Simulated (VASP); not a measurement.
# CaAlO4 (F-43m) in VASP: further runs, part 2 of 2

VASP 6.6.1. Earlier steps stand in the parts before.

## (3) Single point, PBE, collinear spin, ferromagnetic start

This run uses another cell than the first one, of 11.16 Å³/atom.

INCAR

```
SYSTEM = CaAlO4
PREC = Accurate ; ENCUT = 520
EDIFF = 1E-6 ; ISMEAR = 0
SIGMA = 0.1 ; LREAL = .False.
LASPH = .True. ; NELM = 150
ALGO = Normal ; ISIF = 2
LWAVE = .False. ; LCHARG = .False.
ISPIN = 2 ; MAGMOM = 0 0 0.33 0.33 0.33 0.33
LORBIT = 11 ; GGA = PE
NBANDS = 32
```

KPOINTS

```
Automatic mesh
0
Gamma
  10 10 10
  0 0 0
```

POSCAR

```
CaAlO4
1.0
    0.0000000000      3.2234754281      3.2234754281
    3.2234754281      0.0000000000      3.2234754281
    3.2234754281      3.2234754281      0.0000000000
Ca Al O
1 1 4
Direct
    0.7500000000      0.7500000000      0.7500000000
    0.0000000000      0.0000000000      0.0000000000
    0.3724209189      0.3724209189      0.8827372432
    0.8827372432      0.3724209189      0.3724209189
    0.3724209189      0.3724209189      0.3724209189
    0.3724209189      0.8827372432      0.3724209189
```

Potentials or basis: VASP PAW PBE potentials, release 64 (Ca_sv, Al, O).

Started as:

```console
$ cat potpaw_PBE.64/Ca_sv/POTCAR potpaw_PBE.64/Al/POTCAR potpaw_PBE.64/O/POTCAR > POTCAR
$ mpirun -np 1 vasp_std > vasp.out
```

OUTCAR:

```text
SYSTEM = CaAlO4
   PREC = Accurate
   ENCUT = 520
   EDIFF = 1E-6
   ISMEAR = 0
   LREAL = .False.
   LASPH = .True.
   NELM = 150
   ISIF = 2
   ISPIN = 2
   LORBIT = 11
   GGA = PE

 ion  position               nearest neighbor table
   1  0.750  0.750  0.750-   2 2.79   2 2.79   2 2.79   2 2.79
   2  0.000  0.000  0.000-   1 2.79   1 2.79   1 2.79   1 2.79
   3  0.372  0.372  0.883-
   4  0.883  0.372  0.372-
   5  0.372  0.372  0.372-
   6  0.372  0.883  0.372-

  LATTYP: Found a face centered cubic cell.
 ALAT       =     6.4469508562

  Lattice vectors:

 A1 = (   0.0000000000,   3.2234754281,   3.2234754281)
 A2 = (   3.2234754281,   0.0000000000,   3.2234754281)
 A3 = (   3.2234754281,   3.2234754281,   0.0000000000)

Analysis of symmetry for initial positions (statically):
=====================================================================
 Subroutine PRICEL returns:
 Original cell was already a primitive cell.

 Routine SETGRP: Setting up the symmetry group for a
 face centered cubic supercell.

 Subroutine GETGRP returns: Found 24 space group operations
 (whereof 24 operations were pure point group operations)
 out of a pool of 48 trial point group operations.

The static configuration has the point symmetry T_d .

Analysis of symmetry for dynamics (positions and initial velocities):
=====================================================================
 Subroutine PRICEL returns:
 Original cell was already a primitive cell.

 Routine SETGRP: Setting up the symmetry group for a
 face centered cubic supercell.

 Subroutine GETGRP returns: Found 24 space group operations
 (whereof 24 operations were pure point group operations)
 out of a pool of 48 trial point group operations.

The dynamic configuration has the point symmetry T_d .

Analysis of structural, dynamic, and magnetic symmetry:
=====================================================================
 Subroutine PRICEL returns:
 Original cell was already a primitive cell.

 Routine SETGRP: Setting up the symmetry group for a
 face centered cubic supercell.

 Subroutine GETGRP returns: Found 24 space group operations
 (whereof 24 operations were pure point group operations)
 out of a pool of 48 trial point group operations.

The overall configuration has the point symmetry T_d .

 Subroutine INISYM returns: Found 24 space group operations
 (whereof 24 operations are pure point group operations),
 and found     1 'primitive' translations

----------------------------------------------------------------------------------------

                                     Primitive cell

  volume of cell :      66.9889

  direct lattice vectors                    reciprocal lattice vectors
     0.000000000  3.223475428  3.223475428    -0.155112087  0.155112087  0.155112087
     3.223475428  0.000000000  3.223475428     0.155112087 -0.155112087  0.155112087
     3.223475428  3.223475428  0.000000000     0.155112087  0.155112087 -0.155112087

  length of vectors
     4.558682668  4.558682668  4.558682668     0.268662015  0.268662015  0.268662015

  position of ions in fractional coordinates (direct lattice)
[... 91 lines left out ...]
   IBRION =     -1    ionic relax: 0-MD 1-quasi-New 2-CG
   NFREE  =      0    steps in history (QN), initial steepest desc. (CG)
   ISIF   =      2    stress and relaxation
   ISYM   =      2    0-nonsym 1-usesym 2-fastsym
   POTIM  = 0.5000    time-step for ionic-motion
   TEBEG  =    0.0;   TEEND  =   0.0 temperature during run
   PSTRESS=    0.0 pullay stress
   NELECT =      37.0000    total number of electrons
   NUPDOWN=      -1.0000    fix difference up-down
   EMIN   =  10.00;   EMAX   =-10.00  energy-range for DOS
   EFERMI =   0.00;   METHOD = LEGACY
   ISMEAR =     0;   SIGMA  =   0.10  broadening in eV -4-tet -1-fermi 0-gaus
   EFERMI_NEDOS =   21; number of points for ismear=-14 and -15
   IALGO  =     38    algorithm
   IMIX   =      4    mixing-type and parameters
     AMIX     =   0.40;   BMIX     =  1.00
     AMIX_MAG =   1.60;   BMIX_MAG =  1.00
  volume/ion in A,a.u.               =      11.16        75.34
  Fermi-wavevector in a.u.,A,eV,Ry     =   1.343201  2.538282 24.547485  1.804189
  Thomas-Fermi vector in A             =   2.471294
   LORBIT       =     11    0 simple, 1 ext, 2 COOP (PROOUT), +10 PAW based schemes
   GGA     = PE    functional components
   LHFCALC =     F    Hartree Fock is set to
   AEXX    =    0.0000 exact exchange contribution
   IVDW    =     0    specifies the selected vdW correction
   LEPSILON=     F    determine dielectric tensor
   LRPA    =     F    only Hartree local field effects (RPA)
 spin polarized calculation
 Gauss-broadening in eV      SIGMA  =   0.10
  energy-cutoff  :      520.00
  volume of cell :       66.99
 maximum number of plane-waves:      1832
 NGX is ok and might be reduce to    36
   NGX = 17   NGY = 17   NGZ = 17

 number of electron      36.9999996 magnetization       0.0014476

 Free energy of the ion-electron system (eV)
  ---------------------------------------------------
  ext. energy  EPLUGINS =         0.00000000
  ---------------------------------------------------
  free energy    TOTEN  =       -24.75944862 eV

  energy without entropy =      -24.73789759  energy(sigma->0) =      -24.74867310

 E-fermi :   4.6463     XC(G=0): -11.0746

 val. band max:        4.6455771232   @ k =   0.3000   0.0000   0.0000
 cond. band min:       4.6518481445   @ k =   0.4000   0.0000   0.0000
 fundamental gap:      0.0062710213
 Fermi energy:         4.6462564688

 spin component 1

 k-point     1 :       0.0000    0.0000    0.0000
  band No.  band energies     occupation
      1     -35.3916      1.00000
      2     -16.4588      1.00000
      3     -16.4588      1.00000
      4     -16.4588      1.00000
      5     -14.8536      1.00000
      6     -11.6559      1.00000
[... 781 lines left out ...]
     29      12.6302      0.00000
     30      15.6052      0.00000

 [... further k-points ...]

 spin component 2

 k-point     1 :       0.0000    0.0000    0.0000
  band No.  band energies     occupation
      1     -35.3917      1.00000
      2     -16.4588      1.00000
      3     -16.4588      1.00000
      4     -16.4588      1.00000
      5     -14.8530      1.00000
      6     -11.6552      1.00000
[... 781 lines left out ...]
     29      12.6302      0.00000
     30      15.6051      0.00000

 [... further k-points ...]

 [bands above 30 left out]

------------------------ aborting loop because EDIFF is reached ----------------------------------------

  FORCE on cell =-STRESS in cart. coord.  units (eV):
  Direction    XX          YY          ZZ          XY          YZ          ZX
  --------------------------------------------------------------------------------------
  -------------------------------------------------------------------------------------
  Total        0.0127990      0.0127990      0.0127990      0.0000000      0.0000000     -0.0000000
  in kB        0.3061154      0.3061154      0.3061154      0.0000000      0.0000000     -0.0000000
  external PRESSURE =       0.3061154 kB  Pullay stress =       0.0000000 kB

 VOLUME and BASIS-vectors are now :
 -----------------------------------------------------------------------------
  energy-cutoff  :      520.00
  volume of cell :       66.99
      direct lattice vectors                 reciprocal lattice vectors
     0.000000000  3.223475428  3.223475428    -0.155112087  0.155112087  0.155112087
     3.223475428  0.000000000  3.223475428     0.155112087 -0.155112087  0.155112087
     3.223475428  3.223475428  0.000000000     0.155112087  0.155112087 -0.155112087

 POSITION                                       TOTAL-FORCE (eV/Angst)
 -----------------------------------------------------------------------------------
      4.83521      4.83521      4.83521        -0.000000     -0.000000     -0.000000
      0.00000      0.00000      0.00000        -0.000000     -0.000000     -0.000000
      4.04597      4.04597      2.40098         0.004364      0.004364     -0.004364
      2.40098      4.04597      4.04597        -0.004364      0.004364      0.004364
      2.40098      2.40098      2.40098        -0.004364     -0.004364     -0.004364
      4.04597      2.40098      4.04597         0.004364     -0.004364      0.004364
 -----------------------------------------------------------------------------------
    total drift:                               -0.000001     -0.000001     -0.000001

  FREE ENERGIE OF THE ION-ELECTRON SYSTEM (eV)
  ---------------------------------------------------
  free  energy   TOTEN  =       -24.7594486177 eV

  energy  without entropy=      -24.7378975858  energy(sigma->0) =      -24.74867310

 total charge

# of ion       s       p       d       tot
------------------------------------------
    1        2.030   5.855   0.284   8.168
    2        0.534   0.146   0.000   0.679
    3        1.628   3.119   0.000   4.747
    4        1.628   3.119   0.000   4.747
    5        1.628   3.119   0.000   4.747
    6        1.628   3.119   0.000   4.747
--------------------------------------------------
tot          9.076  18.476   0.284  27.835

 magnetization (x)

# of ion       s       p       d       tot
------------------------------------------
    1       -0.000  -0.000  -0.000  -0.000
    2        0.000  -0.000   0.000   0.000
    3        0.000   0.000   0.000   0.000
    4        0.000   0.000   0.000   0.000
    5        0.000   0.000   0.000   0.000
    6        0.000   0.000   0.000   0.000
--------------------------------------------------
tot          0.000   0.001  -0.000   0.001
```

Wall time 3.4 min (1 thread of Intel Xeon Platinum 8259CL at 2.50GHz (Skylake/Cascade Lake), shared host); peak memory 0.34 GiB.

What came out:

```
Free energy                                           : -24.7594 eV
Pressure                                              : 0.0 GPa
Largest force                                         : 0.008 eV/Å
Net moment                                            : 0.00 μB per cell
Valence electrons inside the program's atomic spheres : Ca 8.17; Al 0.68; O 4.75
```

Forces on the atoms (eV/Å):
```
Ca   0.000  0.000  0.000
Al   0.000  0.000  0.000
O    0.004  0.004 -0.004
O   -0.004  0.004  0.004
O   -0.004 -0.004 -0.004
O    0.004 -0.004  0.004
```
